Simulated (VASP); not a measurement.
# Pd (I4/mmm) in VASP: single point with PBEsol

Aim: the single point of Pd with PBEsol.

Everything below comes from runs of VASP 6.6.1. Logs are shortened: lines on timing, memory, paths and dates and some standing lists are left out, and cuts for length are marked.

## Step 1: The cell of the first run

It takes space group I4/mmm (No. 139, tetragonal). The conventional cell has a = 3.060 Å, b = 3.060 Å, c = 3.176 Å, α = 90.00°, β = 90.00°, γ = 90.00°. Within 3.5 Å of Pd (site symmetry 4/mmm) lie 14 Pd at 2.68 to 3.18 Å.

## Step 2: Single point, PBEsol (uniaxial strain along c: +3.0 %)

INCAR

```
PREC     = Accurate       # precision mode
ENCUT    = 520            # plane-wave cutoff, eV
EDIFF    = 1E-6           # SCF threshold, eV
ISMEAR   = 0              # smearing method
SIGMA    = 0.1            # smearing width, eV
LREAL    = F              # projectors in reciprocal space
LASPH    = T              # aspherical terms in the spheres
NELM     = 60             # most SCF steps
ALGO     = Fast           # electronic algorithm
ISIF     = 2              # what is computed and relaxed
LWAVE    = F              # write WAVECAR
LCHARG   = T              # write CHGCAR
GGA      = PS             # functional
LELF     = T              # ELF
LVHAR    = T            
NBANDS   = 17             # bands
```

KPOINTS

```
Automatic mesh
0
Gamma
  14 14 14
```

POSCAR

```
Pd
1.0
    3.0604916199      0.0000000000      0.0000000000
    0.0000000000      3.0604916199      0.0000000000
    0.0000000000      0.0000000000      3.1761273234
Pd
2
Direct
    0.0000000000      0.0000000000      0.0000000000
    0.5000000000      0.5000000000      0.5000000000
```

Potentials or basis: VASP PAW PBE potentials, release 64 (Pd).

The run is started by

```
$ cat potpaw_PBE.64/Pd/POTCAR > POTCAR
$ mpirun -np 1 vasp_std > vasp.out
```

OUTCAR:

```text
PREC = Accurate
   ENCUT = 520
   EDIFF = 1E-6
   ISMEAR = 0
   LREAL = F
   LASPH = T
   NELM = 60
   ISIF = 2
   GGA = PS

 ion  position               nearest neighbor table
   1  0.000  0.000  0.000-   2 2.68   2 2.68   2 2.68   2 2.68   2 2.68   2 2.68   2 2.68   2 2.68

   2  0.500  0.500  0.500-   1 2.68   1 2.68   1 2.68   1 2.68   1 2.68   1 2.68   1 2.68   1 2.68

  LATTYP: Found a simple tetragonal cell.
 ALAT       =     3.0604916199
 C/A-ratio  =     1.0377833753

  Lattice vectors:

 A1 = (   3.0604916199,   0.0000000000,   0.0000000000)
 A2 = (   0.0000000000,   3.0604916199,   0.0000000000)
 A3 = (   0.0000000000,   0.0000000000,   3.1761273234)

Analysis of symmetry for initial positions (statically):
=====================================================================
 Subroutine PRICEL returns following result:

  LATTYP: Found a body centered tetragonal cell.
 ALAT       =     3.0604916199
 C/A-ratio  =     1.0377833753

  Lattice vectors:

 A1 = (  -1.5302458100,  -1.5302458100,  -1.5880636617)
 A2 = (   1.5302458100,   1.5302458100,  -1.5880636617)
 A3 = (   1.5302458100,  -1.5302458099,   1.5880636617)

   2 primitive cells build up your supercell.

 Routine SETGRP: Setting up the symmetry group for a
 simple tetragonal supercell.

 Subroutine GETGRP returns: Found 16 space group operations
 (whereof 16 operations were pure point group operations)
 out of a pool of 16 trial point group operations.

The static configuration has the point symmetry D_4h.

Analysis of symmetry for dynamics (positions and initial velocities):
=====================================================================
 Subroutine PRICEL returns following result:

  LATTYP: Found a body centered tetragonal cell.
 ALAT       =     3.0604916199
 C/A-ratio  =     1.0377833753

  Lattice vectors:

 A1 = (  -1.5302458100,  -1.5302458100,  -1.5880636617)
 A2 = (   1.5302458100,   1.5302458100,  -1.5880636617)
 A3 = (   1.5302458100,  -1.5302458099,   1.5880636617)

   2 primitive cells build up your supercell.

 Routine SETGRP: Setting up the symmetry group for a
 simple tetragonal supercell.

[... 94 lines left out ...]
   ISTART =      0    job   : 0-new  1-cont  2-samecut
   ICHARG =      2    charge: 1-file 2-atom 10-const
   ISPIN  =      1    spin polarized calculation?
   LNONCOLLINEAR =      F non collinear calculations
   LSORBIT =      F    spin-orbit coupling
   LASPH  =      T    aspherical Exc in radial PAW
   ENCUT  =  520.0 eV  38.22 Ry    6.18 a.u.   5.69  5.69  5.91*2*pi/ulx,y,z
   NELM   =     60;   NELMIN=  2; NELMDL= -5     # of ELM steps
   EDIFF  = 0.1E-05   stopping-criterion for ELM
   LREAL  =      F    real-space projection
   EDIFFG = 0.1E-04   stopping-criterion for IOM
   NSW    =      0    number of steps for IOM
   IBRION =     -1    ionic relax: 0-MD 1-quasi-New 2-CG
   NFREE  =      0    steps in history (QN), initial steepest desc. (CG)
   ISIF   =      2    stress and relaxation
   ISYM   =      2    0-nonsym 1-usesym 2-fastsym
   POTIM  = 0.5000    time-step for ionic-motion
   TEBEG  =    0.0;   TEEND  =   0.0 temperature during run
   PSTRESS=    0.0 pullay stress
   NELECT =      20.0000    total number of electrons
   NUPDOWN=      -1.0000    fix difference up-down
   EMIN   =  10.00;   EMAX   =-10.00  energy-range for DOS
   EFERMI =   0.00;   METHOD = LEGACY
   ISMEAR =     0;   SIGMA  =   0.10  broadening in eV -4-tet -1-fermi 0-gaus
   EFERMI_NEDOS =   21; number of points for ismear=-14 and -15
   IALGO  =     68    algorithm
   IMIX   =      4    mixing-type and parameters
     AMIX     =   0.40;   BMIX     =  1.00
     AMIX_MAG =   1.60;   BMIX_MAG =  1.00
  volume/ion in A,a.u.               =      14.87       100.38
  Fermi-wavevector in a.u.,A,eV,Ry     =   1.434140  2.710131 27.983866  2.056756
  Thomas-Fermi vector in A             =   2.553581
   LORBIT       =      0    0 simple, 1 ext, 2 COOP (PROOUT), +10 PAW based schemes
   GGA     = PS    functional components
   LHFCALC =     F    Hartree Fock is set to
   AEXX    =    0.0000 exact exchange contribution
   IVDW    =     0    specifies the selected vdW correction
   LEPSILON=     F    determine dielectric tensor
   LRPA    =     F    only Hartree local field effects (RPA)
 non-spin polarized calculation
 RMM-DIIS sequential band-by-band and
 Gauss-broadening in eV      SIGMA  =   0.10
  energy-cutoff  :      520.00
  volume of cell :       29.75
 maximum number of plane-waves:       828
 NGX is ok and might be reduce to    24
   NGX = 11   NGY = 11   NGZ = 11

 number of electron      19.9999995 magnetization

 Free energy of the ion-electron system (eV)
  ---------------------------------------------------
  ext. energy  EPLUGINS =         0.00000000
  ---------------------------------------------------
  free energy    TOTEN  =       -11.81654457 eV

  energy without entropy =      -11.80333434  energy(sigma->0) =      -11.80993945

 E-fermi :   9.4662     XC(G=0): -13.3227

 val. band max:        9.4616555688   @ k =   0.2143   0.0000   0.4286
 cond. band min:       9.4700951014   @ k =   0.5000   0.0714   0.3571
 fundamental gap:      0.0084395326
 Fermi energy:         9.4661950189

 k-point     1 :       0.0000    0.0000    0.0000
  band No.  band energies     occupation
      1       2.3118      2.00000
      2       4.2552      2.00000
      3       4.2877      2.00000
      4       6.4626      2.00000
      5       6.4626      2.00000
      6       6.7156      2.00000
[... 457 lines left out ...]
      4       6.0905      2.00000
      5       6.5474      2.00000
      6       7.0225      2.00000
[... 9 lines left out ...]
     16      25.3742      0.00000
     17      26.4137      0.00000

 [... further k-points ...]

------------------------ aborting loop because EDIFF is reached ----------------------------------------

  FORCE on cell =-STRESS in cart. coord.  units (eV):
  Direction    XX          YY          ZZ          XY          YZ          ZX
  --------------------------------------------------------------------------------------
  -------------------------------------------------------------------------------------
  Total       -0.6988742     -0.6988742     -0.3124980      0.0000000      0.0000000      0.0000000
  in kB      -37.6382383    -37.6382383    -16.8297460      0.0000000      0.0000000      0.0000000
  external PRESSURE =     -30.7020742 kB  Pullay stress =       0.0000000 kB

 VOLUME and BASIS-vectors are now :
 -----------------------------------------------------------------------------
  energy-cutoff  :      520.00
  volume of cell :       29.75
      direct lattice vectors                 reciprocal lattice vectors
     3.060491620  0.000000000  0.000000000     0.326744891  0.000000000  0.000000000
     0.000000000  3.060491620  0.000000000     0.000000000  0.326744891  0.000000000
     0.000000000  0.000000000  3.176127323     0.000000000  0.000000000  0.314848839

 POSITION                                       TOTAL-FORCE (eV/Angst)
 -----------------------------------------------------------------------------------
      0.00000      0.00000      0.00000         0.000000      0.000000      0.000000
      1.53025      1.53025      1.58806         0.000000     -0.000000     -0.000000
 -----------------------------------------------------------------------------------
    total drift:                                0.000000      0.000000     -0.000000

  FREE ENERGIE OF THE ION-ELECTRON SYSTEM (eV)
  ---------------------------------------------------
  free  energy   TOTEN  =       -11.8165445727 eV

  energy  without entropy=      -11.8033343355  energy(sigma->0) =      -11.80993945
```

It took 100 s on 1 thread of Intel Xeon 8259CL, shared host; peak memory 0.23 GiB.

What came out:

| Property | Result |
| --- | --- |
| Free energy | -11.8165 eV |
| Pressure | -3.1 GPa |
| Band gap on the k mesh | zero (bands 10 and 11 overlap by 1.11 eV) |

Stress tensor (GPa, compression positive):
```
-3.76  0.00  0.00
 0.00 -3.76  0.00
 0.00  0.00 -1.68
```

Levels at points of the mesh, in eV from the Fermi level:
```tsv
k point	band 7	band 8	band 9	band 10	band 11	band 12	band 13	band 14
(0.00, 0.00, 0.00)	-1.09	-0.79	0.18	0.26	0.26	8.37	9.52	9.52
(0.50, 0.00, 0.00)	-2.25	-2.25	-1.49	-1.49	0.86	0.86	16.32	16.32
(0.50, 0.50, 0.00)	-0.60	-0.60	0.65	0.65	1.51	1.51	8.12	8.12
(0.00, 0.00, 0.50)	-2.20	-2.20	-1.40	-1.40	0.38	0.38	16.91	16.91
(0.50, 0.00, 0.50)	-0.68	-0.68	0.59	0.59	1.26	1.26	7.73	7.73
(0.50, 0.50, 0.50)	-0.72	-0.72	-0.56	-0.56	8.77	8.77	9.35	9.35
```

Caveat: the cell differs from its parent crystal (uniaxial strain along c: +3.0 %); the cell stands under tension; the PAW data sets were made with another functional, which shifts forces and pressure a little.
